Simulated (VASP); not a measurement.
# HfO2 (R3) in VASP: relaxation of cell and atoms with PBEsol

Aim: the relaxation of cell and atoms of HfO2 with PBEsol.

All numbers are computed with VASP 6.6.1; they aren't measurements. Logs are shortened: lines on timing, memory, paths and dates and some standing lists are left out, and cuts for length are marked.

## 1. The cell of the first run

Symmetry: R3, No. 146, trigonal system. Conventional cell: a = 7.148 Å, b = 7.148 Å, c = 8.938 Å, α = 90.00°, β = 90.00°, γ = 120.00°. Within 2.9 Å of Hf (site symmetry 3) lie 7 O at 2.14 to 2.80 Å. Hf (site symmetry 1) has 6 O at 1.61 to 2.20 Å within 2.2 Å. O (site symmetry 3) has 3 O at 1.74 Å and 4 Hf at 2.10 to 2.14 Å within 2.3 Å. O (site symmetry 1) has 2 Hf at 1.61 to 2.14 Å and 2 O at 1.74 to 2.16 Å within 2.2 Å. Within 2.2 Å of O (site symmetry 1) lie 2 O at 1.67 to 2.16 Å and 3 Hf at 2.12 to 2.14 Å. O (site symmetry 3) has 3 O at 1.67 Å and 3 Hf at 2.20 Å within 2.2 Å.

## 2. Relaxation of cell and atoms, PBEsol

Contents of INCAR:

```
SYSTEM = HfO2
  ALGO = Normal
  EDIFF = 1E-7
  EDIFFG = -0.004
  ENCUT = 600
  GGA = PS
  IBRION = 2
  ISIF = 3
  ISMEAR = 0
  LASPH = .TRUE.
  LCHARG = .FALSE.
  LREAL = .FALSE.
  LWAVE = .FALSE.
  NELM = 100
  NSW = 100
  PREC = Accurate
  SIGMA = 0.01
```

Contents of KPOINTS:

```
k-points
0
G
  4 4 4
  0 0 0
```

Contents of POSCAR:

```
HfO2
1.0
    5.0897536228      0.0354122775      0.0354122775
    0.0354122775      5.0897536228      0.0354122775
    0.0354122775      0.0354122775      5.0897536228
Hf O
4 8
Direct
    0.9946953456      0.9946953456      0.9946953456
    0.0143418354      0.4853087096      0.4807818921
    0.4807818921      0.0143418354      0.4853087096
    0.4853087096      0.4807818921      0.0143418354
    0.2341402503      0.2341402503      0.2341402503
    0.2405633573      0.3218096938      0.9015137577
    0.3218096938      0.9015137577      0.2405633573
    0.3190058666      0.6764638976      0.6793615744
    0.9015137577      0.2405633573      0.3218096938
    0.6793615744      0.3190058666      0.6764638976
    0.6764638976      0.6793615744      0.3190058666
    0.6457551028      0.6457551028      0.6457551028
```

Potentials or basis: VASP PAW PBE potentials, release 64 (Hf_pv, O).

On the command line:

```
$ cat potpaw_PBE.64/Hf_pv/POTCAR potpaw_PBE.64/O/POTCAR > POTCAR
$ mpirun -np 1 vasp_std > vasp.out
```

OUTCAR:

```text
SYSTEM = HfO2
   EDIFF = 1E-7
   EDIFFG = -0.004
   ENCUT = 600
   GGA = PS
   IBRION = 2
   ISIF = 3
   ISMEAR = 0
   LASPH = .TRUE.
   LREAL = .FALSE.
   NELM = 100
   NSW = 100
   PREC = Accurate

 ion  position               nearest neighbor table
   1  0.995  0.995  0.995-   5 2.14   6 2.14   7 2.14   9 2.14   8 2.80  10 2.80  11 2.80   4 3.54
                             2 3.54   3 3.54   3 3.56   4 3.56   2 3.56   4 3.59   3 3.59   2 3.59
   2  0.014  0.485  0.481-   9 1.61   5 2.10   8 2.12  11 2.14  10 2.14  12 2.20   6 2.57   7 2.90
                             3 3.35   4 3.35   1 3.54   1 3.56   1 3.59   3 3.62   4 3.62   3 3.65
   3  0.481  0.014  0.485-   7 1.61   5 2.10  10 2.12   8 2.14  11 2.14  12 2.20   9 2.57   6 2.90
                             2 3.35   4 3.35   1 3.54   1 3.56   1 3.59   4 3.62   2 3.62   2 3.65
   4  0.485  0.481  0.014-   6 1.61   5 2.10  11 2.12  10 2.14   8 2.14  12 2.20   7 2.57   9 2.90
                             2 3.35   3 3.35   1 3.54   1 3.56   1 3.59   3 3.62   2 3.62   3 3.65
   5  0.234  0.234  0.234-   6 1.74   7 1.74   9 1.74   3 2.10   4 2.10   2 2.10   1 2.14
   6  0.241  0.322  0.902-   4 1.61   5 1.74   1 2.14   2 2.57   3 2.90
   7  0.322  0.902  0.241-   3 1.61   5 1.74   1 2.14   4 2.57   2 2.90
   8  0.319  0.676  0.679-  12 1.67   2 2.12   3 2.14   4 2.14   1 2.80
   9  0.902  0.241  0.322-   2 1.61   5 1.74   1 2.14   3 2.57   4 2.90
  10  0.679  0.319  0.676-  12 1.67   3 2.12   4 2.14   2 2.14   1 2.80
  11  0.676  0.679  0.319-  12 1.67   4 2.12   2 2.14   3 2.14   1 2.80
  12  0.646  0.646  0.646-   8 1.67  10 1.67  11 1.67   3 2.20   2 2.20   4 2.20

  LATTYP: Found a trigonal (rhomboedric) cell.
 ALAT       =     5.0900000000
 COS(alpha) =     0.0139621804

  Lattice vectors:

 A1 = (   5.0897536228,   0.0354122775,   0.0354122775)
 A2 = (   0.0354122775,   5.0897536228,   0.0354122775)
 A3 = (   0.0354122775,   0.0354122775,   5.0897536228)

Analysis of symmetry for initial positions (statically):
=====================================================================
 Subroutine PRICEL returns:
 Original cell was already a primitive cell.

 Routine SETGRP: Setting up the symmetry group for a
 trigonal (rhombohedral) supercell.

 Subroutine GETGRP returns: Found  3 space group operations
 (whereof  3 operations were pure point group operations)
 out of a pool of 12 trial point group operations.

The static configuration has the point symmetry C_3 .

Analysis of symmetry for dynamics (positions and initial velocities):
=====================================================================
 Subroutine PRICEL returns:
 Original cell was already a primitive cell.

 Routine SETGRP: Setting up the symmetry group for a
 trigonal (rhombohedral) supercell.

 Subroutine GETGRP returns: Found  3 space group operations
 (whereof  3 operations were pure point group operations)
 out of a pool of 12 trial point group operations.

The dynamic configuration has the point symmetry C_3 .

 Subroutine INISYM returns: Found  3 space group operations
 (whereof  3 operations are pure point group operations),
 and found     1 'primitive' translations

----------------------------------------------------------------------------------------

                                     Primitive cell

  volume of cell :     131.8340

  direct lattice vectors                    reciprocal lattice vectors
     5.089753623  0.035412277  0.035412277     0.196492056 -0.001357660 -0.001357660
     0.035412277  5.089753623  0.035412277    -0.001357660  0.196492056 -0.001357660
     0.035412277  0.035412277  5.089753623    -0.001357660 -0.001357660  0.196492056

  length of vectors
     5.090000000  5.090000000  5.090000000     0.196501437  0.196501437  0.196501437

  position of ions in fractional coordinates (direct lattice)
     0.994695346  0.994695346  0.994695346
     0.014341835  0.485308710  0.480781892
     0.480781892  0.014341835  0.485308710
     0.485308710  0.480781892  0.014341835
     0.234140250  0.234140250  0.234140250
     0.240563357  0.321809694  0.901513758
     0.321809694  0.901513758  0.240563357
     0.319005867  0.676463898  0.679361574
     0.901513758  0.240563357  0.321809694
     0.679361574  0.319005867  0.676463898
     0.676463898  0.679361574  0.319005867
     0.645755103  0.645755103  0.645755103

  ion indices of the primitive-cell ions
   primitive index   ion index
                 1           1
                 2           2
                 3           3
                 4           4
                 5           5
                 6           6
                 7           7
                 8           8
                 9           9
                10          10
                11          11
                12          12

----------------------------------------------------------------------------------------

 KPOINTS: k-points

Automatic generation of k-mesh.
 Grid dimensions read from file:
 generate k-points for:    4    4    4

 Generating k-lattice:

  Cartesian coordinates                     Fractional coordinates (reciprocal lattice)
     0.049123014 -0.000339415 -0.000339415     0.250000000  0.000000000  0.000000000
    -0.000339415  0.049123014 -0.000339415     0.000000000  0.250000000  0.000000000
    -0.000339415 -0.000339415  0.049123014     0.000000000  0.000000000  0.250000000

  Length of vectors
     0.049125359  0.049125359  0.049125359

  Shift w.r.t. Gamma in fractional coordinates (k-lattice)
     0.000000000  0.000000000  0.000000000

 Subroutine IBZKPT returns following result:
 ===========================================

 Found     14 irreducible k-points:

 Following reciprocal coordinates:
            Coordinates               Weight
  0.000000  0.000000  0.000000      1.000000
  0.250000  0.000000  0.000000      6.000000
  0.500000  0.000000  0.000000      3.000000
  0.250000  0.250000  0.000000      6.000000
  0.500000  0.250000  0.000000      6.000000
  0.500000 -0.000000 -0.250000      6.000000
 -0.250000  0.250000  0.000000      6.000000
  0.500000  0.500000  0.000000      3.000000
  0.250000  0.250000  0.250000      2.000000
  0.500000  0.250000  0.250000      6.000000
 -0.250000  0.250000  0.250000      6.000000
  0.500000  0.500000  0.250000      6.000000
 -0.250000  0.500000  0.250000      6.000000
  0.500000  0.500000  0.500000      1.000000
   k-points           NKPTS =     14   k-points in BZ     NKDIM =     14   number of bands    NBANDS=     52
   number of dos      NEDOS =    301   number of ions     NIONS =     12
   total plane-waves  NPLWV =  74088
   dimension x,y,z NGX =    42 NGY =   42 NGZ =   42
   dimension x,y,z NGXF=    84 NGYF=   84 NGZF=   84
   ions per type =               4   8
   NGX,Y,Z   is equivalent  to a cutoff of  13.72, 13.72, 13.72 a.u.
   NGXF,Y,Z  is equivalent  to a cutoff of  27.44, 27.44, 27.44 a.u.
 SYSTEM =  HfO2
   PREC   = accura    normal or accurate (medium, high low for compatibility)
   ISTART =      0    job   : 0-new  1-cont  2-samecut
   ICHARG =      2    charge: 1-file 2-atom 10-const
   ISPIN  =      1    spin polarized calculation?
   LNONCOLLINEAR =      F non collinear calculations
   LSORBIT =      F    spin-orbit coupling
   LASPH  =      T    aspherical Exc in radial PAW
   ENCUT  =  600.0 eV  44.10 Ry    6.64 a.u.  10.17 10.17 10.17*2*pi/ulx,y,z
   NELM   =    100;   NELMIN=  2; NELMDL= -5     # of ELM steps
   EDIFF  = 0.1E-06   stopping-criterion for ELM
   LREAL  =      F    real-space projection
   EDIFFG = -.4E-02   stopping-criterion for IOM
   NSW    =    100    number of steps for IOM
   IBRION =      2    ionic relax: 0-MD 1-quasi-New 2-CG
   NFREE  =      1    steps in history (QN), initial steepest desc. (CG)
   ISIF   =      3    stress and relaxation
   ISYM   =      2    0-nonsym 1-usesym 2-fastsym
   POTIM  = 0.5000    time-step for ionic-motion
   TEBEG  =    0.0;   TEEND  =   0.0 temperature during run
   PSTRESS=    0.0 pullay stress
   NELECT =      88.0000    total number of electrons
   NUPDOWN=      -1.0000    fix difference up-down
   EMIN   =  10.00;   EMAX   =-10.00  energy-range for DOS
   EFERMI =   0.00;   METHOD = LEGACY
   ISMEAR =     0;   SIGMA  =   0.01  broadening in eV -4-tet -1-fermi 0-gaus
   EFERMI_NEDOS =   21; number of points for ismear=-14 and -15
   IALGO  =     38    algorithm
   IMIX   =      4    mixing-type and parameters
     AMIX     =   0.40;   BMIX     =  1.00
     AMIX_MAG =   1.60;   BMIX_MAG =  1.00
  volume/ion in A,a.u.               =      10.99        74.14
  Fermi-wavevector in a.u.,A,eV,Ry     =   1.430737  2.703701 27.851250  2.047009
  Thomas-Fermi vector in A             =   2.550550
   LORBIT       =      0    0 simple, 1 ext, 2 COOP (PROOUT), +10 PAW based schemes
   GGA     = PS    functional components
   LHFCALC =     F    Hartree Fock is set to
   AEXX    =    0.0000 exact exchange contribution
   IVDW    =     0    specifies the selected vdW correction
   LEPSILON=     F    determine dielectric tensor
   LRPA    =     F    only Hartree local field effects (RPA)
 conjugate gradient relaxation of ions
 non-spin polarized calculation
 Gauss-broadening in eV      SIGMA  =   0.01
  energy-cutoff  :      600.00
  volume of cell :      131.83
 maximum number of plane-waves:      4412
 NGX is ok and might be reduce to    42
   NGX = 21   NGY = 21   NGZ = 21

--------------------------------------- Ionic step        1  -------------------------------------------

 number of electron      87.9999991 magnetization

 Free energy of the ion-electron system (eV)
  ---------------------------------------------------
  ext. energy  EPLUGINS =         0.00000000
  ---------------------------------------------------
  free energy    TOTEN  =       -91.33320305 eV

  energy without entropy =      -91.33320305  energy(sigma->0) =      -91.33320305

------------------------ aborting loop because EDIFF is reached ----------------------------------------

  FORCE on cell =-STRESS in cart. coord.  units (eV):
  Direction    XX          YY          ZZ          XY          YZ          ZX
  --------------------------------------------------------------------------------------
  -------------------------------------------------------------------------------------
  Total       58.0325000     58.0325000     58.0325000     12.0821410     12.0821410     12.0821410
  in kB      705.2682998    705.2682998    705.2682998    146.8341199    146.8341199    146.8341199
  external PRESSURE =     705.2682998 kB  Pullay stress =       0.0000000 kB
[... 1676 lines left out ...]
     51       6.2618      0.00000
     52       6.4379      0.00000

[... ionic steps 4 to 57 ...]

--------------------------------------- Ionic step       58  -------------------------------------------

 number of electron      87.9999997 magnetization

------------------------ aborting loop because EDIFF is reached ----------------------------------------
[... 87 lines left out ...]
--------------------------------------- Ionic step       60  -------------------------------------------

 number of electron      87.9999997 magnetization

 Free energy of the ion-electron system (eV)
  ---------------------------------------------------
  ext. energy  EPLUGINS =         0.00000000
  ---------------------------------------------------
  free energy    TOTEN  =      -126.76676271 eV

  energy without entropy =     -126.76676271  energy(sigma->0) =     -126.76676271

 E-fermi :   3.7100     XC(G=0): -12.1896

 val. band max:        3.6226874622   @ k =   0.5000   0.0000   0.0000
 cond. band min:       7.9791330882   @ k =   0.0000   0.0000   0.0000
 fundamental gap:      4.3564456260
 Fermi energy:         3.7100205346
[... 807 lines left out ...]
  FREE ENERGIE OF THE ION-ELECTRON SYSTEM (eV)
  ---------------------------------------------------
  free  energy   TOTEN  =      -126.7667627064 eV

  energy  without entropy=     -126.7667627064  energy(sigma->0) =     -126.76676271

 reached required accuracy - stopping structural energy minimisation
```

It took 46 min on 1 thread of Intel Xeon 6975P-C (Granite Rapids), shared host; peak memory 0.35 GiB.

Results:

```yaml
Free_energy: -126.7668 eV
Relaxed_volume: 10.68 Å³/atom
Relaxed_cell: a = 5.042 Å, b = 5.042 Å, c = 5.042 Å, α = 90.01°, β = 90.01°, γ = 90.01°
Space_group_after_relaxing_to_0.1_Å: P-43m (No. 215)
Energy_gained_by_relaxing: 2952.8 meV/atom
Ionic_steps: 60
Pressure_after_relaxing: 0.0 GPa
Largest_force_after_relaxing: 0.004 eV/Å
Band_gap_on_the_k_mesh: 4.36 eV (least direct gap 4.42 eV)
```

Forces in eV/Å, atoms in the order of the input:
```
Hf  -0.002 -0.002 -0.002
Hf  -0.001  0.001  0.000
Hf   0.000 -0.001  0.001
Hf   0.001  0.000 -0.001
O    0.001  0.001  0.001
O    0.001 -0.002  0.002
O   -0.002  0.002  0.001
O    0.001  0.000  0.001
O    0.002  0.001 -0.002
O    0.001  0.001  0.000
O    0.000  0.001  0.001
O   -0.001 -0.001 -0.001
```

Step by step:
```tsv
step	energy change (eV)	largest force (eV/Å)	pressure (GPa)	volume (Å³)
1	0.0000	23.2170	70.53	131.83
3	-16.4955	3.5437	-27.03	226.29
5	-23.7344	5.9936	-23.78	169.07
7	-23.8462	6.8605	-21.26	163.08
9	-29.9676	6.7339	15.19	135.68
11	-32.9398	3.9495	8.37	133.03
13	-34.0835	1.2991	-9.90	138.70
15	-34.6808	1.4489	0.98	130.93
17	-34.8962	1.0816	2.17	129.66
19	-35.1181	0.7514	-4.30	131.61
21	-35.2544	0.8637	0.90	128.72
23	-35.3078	0.3662	0.80	128.90
25	-35.3211	0.1627	-0.95	129.68
27	-35.3283	0.1471	0.36	128.93
29	-35.3386	0.3941	-0.53	129.15
31	-35.3455	0.3804	-0.50	129.07
33	-35.3696	0.4090	-0.22	128.72
35	-35.3745	0.4203	0.03	128.55
37	-35.3935	0.2037	0.43	128.38
39	-35.3987	0.1315	-0.78	128.89
41	-35.4042	0.1761	0.55	128.15
43	-35.4165	0.1403	0.36	128.09
45	-35.4304	0.0859	-0.25	128.18
47	-35.4320	0.1021	0.36	127.89
49	-35.4331	0.0412	-0.04	128.09
51	-35.4333	0.0197	0.11	128.04
53	-35.4334	0.0241	-0.07	128.15
55	-35.4335	0.0127	-0.02	128.13
57	-35.4336	0.0056	0.01	128.13
59	-35.4336	0.0122	-0.02	128.15
60	-35.4336	0.0039	0.00	128.14
```

Final structure:
```
CELL_PARAMETERS angstrom
5.04157 -0.00030 -0.00030
-0.00030 5.04157 -0.00030
-0.00030 -0.00030 5.04157
ATOMIC_POSITIONS crystal
Hf 0.99959 0.99959 0.99959
Hf 0.99949 0.49947 0.49953
Hf 0.49953 0.99949 0.49947
Hf 0.49947 0.49953 0.99949
O 0.27496 0.27496 0.27496
O 0.22994 0.23004 0.76883
O 0.23004 0.76883 0.22994
O 0.27516 0.72388 0.72382
O 0.76883 0.22994 0.23004
O 0.72382 0.27516 0.72388
O 0.72388 0.72382 0.27516
O 0.76903 0.76903 0.76903
```

Caveat: the PAW data sets were made with another functional, which shifts forces and pressure a little; spin-orbit coupling is left out, which moves the levels of the heavy elements.
